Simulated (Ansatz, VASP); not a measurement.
Nb in VASP and in Ansatz

```xyz
1
Lattice="0.0000 2.1565 2.1565 2.1565 0.0000 2.1565 2.1565 2.1565 0.0000" Properties=species:S:1:pos:R:3 pbc="T T T"
Nb    0.0000    0.0000    0.0000
```

Change from the starting cell: volume scaled by 1.06.

Alike in both runs: task single point; functional b88 exchange, pbe correlation; k mesh 11 × 11 × 11; occupations gaussian, width 0.15 eV; collinear spin.

|  | VASP | Ansatz |
| --- | --- | --- |
| version | VASP 6.6.1 | Ansatz 0.2.0 |
| potentials or method | VASP PAW PBE potentials, release 64 (Nb_sv), cutoff 500 eV | all-electron LAPW, scalar-relativistic |

VASP gave:

```
gap on the k mesh at the Fermi level (eV) : none
pressure (GPa)                            : -10.5
net moment per atom (μB)                  : 0.00
```

Task: Which values does Ansatz return?

Result: gap on the k mesh at the Fermi level (eV): none; pressure (GPa): -10.2; net moment per atom (μB): 0.00.

VASP's potentials were made for PBE, not for b88 exchange, pbe correlation. A gap of «none» marks a metal or a gap that the smearing closes. Ansatz ran all-electron here, and VASP with PAW potentials.
